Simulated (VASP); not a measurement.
Pt:

```xyz
1
Lattice="-1.5842 1.5842 1.5842 1.5842 -1.5842 1.5842 1.5842 1.5842 -1.5842" Properties=species:S:1:pos:R:3 pbc="T T T"
Pt    0.0000    0.0000    0.0000
```

```yaml
Program: VASP 6.6.1
Task: relaxation of cell and atoms
Functional: PBEsol
Potentials_or_basis: VASP PAW PBE potentials, release 64 (Pt)
Cutoff: 600 eV
k_mesh: 19 × 19 × 19
Occupations: fermi-dirac, width 0.05 eV
Spin: no spin polarisation
```

At the start: pressure -11.1 GPa; volume 15.90 Å³/atom.

Q: How do energy, volume and symmetry change on relaxing?

A: Over 7 steps the energy falls by 25.5 meV/atom and the volume is 15.20 Å³/atom (-4.4 %); space group Im-3m (No. 229, to 0.05 Å).

The path:
| step | energy change (eV) | largest force (eV/Å) | pressure (GPa) | volume (Å³) |
| --- | --- | --- | --- | --- |
| 1 | 0.0000 | 0.0000 | -11.08 | 15.90 |
| 2 | 0.1847 | 0.0000 | 45.03 | 13.51 |
| 3 | -0.0255 | 0.0000 | -0.55 | 15.23 |
| 4 | -0.0255 | 0.0000 | -0.11 | 15.21 |
| 5 | -0.0255 | 0.0000 | 0.14 | 15.19 |
| 6 | -0.0255 | 0.0000 | -0.31 | 15.22 |
| 7 | -0.0255 | 0.0000 | 0.01 | 15.20 |

Final structure:
```xyz
1
Lattice="-1.5605 1.5605 1.5605 1.5605 -1.5605 1.5605 1.5605 1.5605 -1.5605" Properties=species:S:1:pos:R:3 pbc="T T T"
Pt    0.0000    0.0000    0.0000
```

Caveat: the PAW data sets were made with another functional, which shifts forces and pressure a little.
